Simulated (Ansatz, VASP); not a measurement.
La in VASP and in Ansatz

Contents of INCAR:

```
SYSTEM = La
PREC = Accurate
ENCUT = 520
EDIFF = 1E-8
ISMEAR = -1
SIGMA = 0.05
LREAL = .FALSE.
LASPH = .TRUE.
NELM = 60
ALGO = Normal
ISIF = 2
LWAVE = .FALSE.
LCHARG = .FALSE.
GGA = CA
LEFG = .TRUE.
NBANDS = 18
```

Contents of KPOINTS:

```
regular mesh
0
G
  11 11 6
  0 0 0
```

File POSCAR:

```
La
1.0
    3.7500020507      0.0000000000      0.0000000000
   -1.8750010253      3.2475970401      0.0000000000
    0.0000000000      0.0000000000      6.0700000000
La
2
Direct
    0.3333333333      0.6666666667      0.2500000000
    0.6666666667      0.3333333333      0.7500000000
```

Input for Ansatz:

```yaml
crystal:
  lattice:
    - [3.7500020507, 0.0, 0.0]
    - [-1.8750010253, 3.2475970401, 0.0]
    - [0.0, 0.0, 6.07]
  atoms:
    - { symbol: La, position: [0.3333333333, 0.6666666667, 0.25] }
    - { symbol: La, position: [0.6666666667, 0.3333333333, 0.75] }
kpoints:
  mp_grid: { grid: [11, 11, 6] }
  band_path:
    path:
      - [0.0, 0.0, 0.0]
      - [0.5, 0.0, 0.0]
      - [0.3333333333, 0.3333333333, 0.0]
      - [0.0, 0.0, 0.0]
      - [0.0, 0.0, 0.5]
      - [0.5, 0.0, 0.5]
      - [0.3333333333, 0.3333333333, 0.5]
      - [0.0, 0.0, 0.5]
      - [0.5, 0.0, 0.5]
    npoints: 8
scf:
  occupations: { method: fermi_dirac, width: 0.05 }
hamiltonian:
  xc: lda
  pseudopotentials: { kind: all_electron, datasets: crystal }
output:
  forces: true
  stress: true
  eigenvalues: true
  efg: { contact_densities: true }
```

Alike in both runs: task electric field gradients; functional LDA; k mesh 11 × 11 × 6; occupations fermi-dirac, width 0.05 eV; no spin polarisation.

```csv
,VASP,Ansatz
version,VASP 6.6.1,Ansatz 0.2.0
potentials or method,"VASP PAW LDA potentials, release 64 (La), cutoff 520 eV","all-electron PAW with datasets made for the crystal, scalar-relativistic"
```

```tsv
	VASP	Ansatz	Ansatz less VASP
pressure (GPa)	-3.1	-3.0	+0.09
traceless stress, the component that is largest in VASP (GPa)	-0.09	-0.08	+0.009
size of Vzz on the site where it differs most (V/Å²)	10.4	9.2	-1.26
```

LDA's correlation is that of Perdew and Zunger in VASP and of Perdew and Wang (1992) in Ansatz. Ansatz ran all-electron here, and VASP with PAW potentials.

Spin-orbit coupling is off throughout.
